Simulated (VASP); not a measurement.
HfN (rocksalt type):

```xyz
2
Lattice="0.0000 2.1891 2.1891 2.1891 0.0000 2.1891 2.1891 2.1891 0.0000" Properties=species:S:1:pos:R:3 pbc="T T T"
Hf    0.0000    0.0000    0.0000
N     2.1891    2.1891    2.1891
```

This cell differs from its parent crystal: volume scaled by 0.92.

Base run:

* Program: VASP 6.6.1
* Functional: PBEsol
* Potentials or basis: VASP PAW PBE potentials, release 64 (Hf_pv, N)
* Cutoff: 520 eV
* k mesh: 15 × 15 × 15
* Occupations: fermi-dirac, width 0.1 eV
* Spin: no spin polarisation

Its results: pressure 26.1 GPa.

Q: The run is repeated on the same cell with these changes: functional from PBEsol to r2SCAN. What comes out?

A: Pressure 31.8 GPa.

Caveats: the PAW data sets were made with another functional, which shifts forces and pressure a little.
